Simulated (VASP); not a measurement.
KCl: electric field gradients with LDA

KCl:

```
K Cl
1.0
     0.00000    3.15610    3.09298
     3.15610    0.00000    3.09298
     3.15610    3.15610    0.00000
K Cl
1 1
Direct
  0.00000 0.00000 0.00000
  0.50000 0.50000 0.50000
```

This cell differs from its parent crystal: zz strain of -2 %.

```yaml
Program: VASP 6.6.1
Task: electric field gradients
Functional: LDA
Potentials_or_basis: VASP PAW LDA potentials, release 64 (K_sv, Cl)
Cutoff: 520 eV
k_mesh: 7 × 7 × 7
Occupations: fermi-dirac, width 0.03 eV
Spin: no spin polarisation
Dipole_correction: no
Further_INCAR_settings: ALGO = Normal; EDIFF = 1e-08; NBANDS = 15
```

The pressure is -1.7 GPa. The band gap on the k mesh is 4.77 eV and the largest electric field gradient by atom is K -4.0; Cl -2.4 V/Å².

Stress tensor (GPa, compression positive):
```
-1.96  0.00  0.00
 0.00 -1.96  0.00
 0.00  0.00 -1.29
```

Levels at points of the mesh, in eV from the valence-band top:
```csv
k point,band 5,band 6,band 7,band 8,band 9,band 10,band 11,band 12
"(0.00, 0.00, 0.00)",-10.51,-0.02,-0.02,0.00,4.77,8.04,8.04,8.17
```

Electric field gradients, principal values (V/Å²):
| atom | least | middle | greatest (by size) |
| --- | --- | --- | --- |
| 1 K | 2.013 | 2.013 | -4.026 |
| 2 Cl | 1.215 | 1.215 | -2.430 |

It took 59 s on 1 thread of Intel Xeon 8259CL, on a shared host, peak memory 0.19 GiB.

Caveat: the cell differs from its parent crystal (zz strain of -2 %); without QUAD_EFG the Cq values of the log hold for a quadrupole moment of 1 mb, not for the nuclei.
